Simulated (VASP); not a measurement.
Wanted: the native input for a VASP 6.6.1 run.

```yaml
Task: single point
Functional: r2SCAN
Potentials_or_basis: VASP PAW PBE potentials, release 64 (Li_sv, Cl)
Cutoff: 520 eV
k_mesh: 8 × 8 × 8
Occupations: gaussian, width 0.01 eV
Spin: no spin polarisation
Dipole_correction: no
Further_INCAR_settings: ALGO = Normal; EDIFF = 1e-07; NBANDS = 12
```

Crystal: LiCl.

```
CELL_PARAMETERS angstrom
0.00000 2.51770 2.51770
2.51770 0.00000 2.51770
2.51770 2.51770 0.00000
ATOMIC_POSITIONS crystal
Li 0.00000 0.00000 0.00000
Cl 0.50000 0.50000 0.50000
```

This cell differs from its parent crystal: strain -1.5%.

These files were run (other wordings do the same):

POSCAR

```
LiCl
1.0
    0.0000000000      2.5176964340      2.5176964340
    2.5176964340      0.0000000000      2.5176964340
    2.5176964340      2.5176964340      0.0000000000
Li Cl
1 1
Direct
    0.0000000000      0.0000000000      0.0000000000
    0.5000000000      0.5000000000      0.5000000000
```

INCAR.step1

```
SYSTEM = LiCl
PREC     = Accurate       ! precision mode
ENCUT    = 520            ! plane-wave cutoff, eV
ISMEAR   = 0              ! smearing method
SIGMA    = 0.01           ! smearing width, eV
LREAL    = .False.        ! projectors in reciprocal space
LASPH    = .True.         ! aspherical terms in the spheres
NELM     = 80             ! most SCF steps
NBANDS   = 12             ! bands
GGA      = PE             ! functional
ALGO     = Normal         ! electronic algorithm
EDIFF    = 1E-4           ! SCF threshold, eV
LWAVE    = .True.         ! write WAVECAR
LCHARG   = .False.        ! write CHGCAR
```

INCAR.step2

```
SYSTEM = LiCl
PREC     = Accurate       ! precision mode
ENCUT    = 520            ! plane-wave cutoff, eV
EDIFF    = 1E-7           ! SCF threshold, eV
ISMEAR   = 0              ! smearing method
SIGMA    = 0.01           ! smearing width, eV
LREAL    = .False.        ! projectors in reciprocal space
LASPH    = .True.         ! aspherical terms in the spheres
NELM     = 80             ! most SCF steps
ALGO     = Normal         ! electronic algorithm
ISIF     = 2              ! what is computed and relaxed
LWAVE    = .False.        ! write WAVECAR
LCHARG   = .False.        ! write CHGCAR
METAGGA  = R2SCAN         ! meta-GGA
LMIXTAU  = .True.       
NBANDS   = 12             ! bands
ISTART   = 1
```

KPOINTS

```
Automatic mesh
0
Gamma
  8 8 8
  0 0 0
```

Potentials or basis: VASP PAW PBE potentials, release 64 (Li_sv, Cl).

The run is started by

```console
$ cat potpaw_PBE.64/Li_sv/POTCAR potpaw_PBE.64/Cl/POTCAR > POTCAR
$ cp INCAR.step1 INCAR
$ mpirun -np 1 vasp_std > vasp.out
$ cp INCAR.step2 INCAR
$ mpirun -np 1 vasp_std > vasp.out
```

It gave:

```json
{"Band gap on the k mesh": "7.60 eV (least direct gap 7.68 eV)"}
```

Caveat: the cell differs from its parent crystal (strain -1.5%).

Run time: 67 s on 1 thread of Intel(R) Xeon(R) Platinum 8488C (Sapphire Rapids) (shared host), peak memory 0.16 GiB.
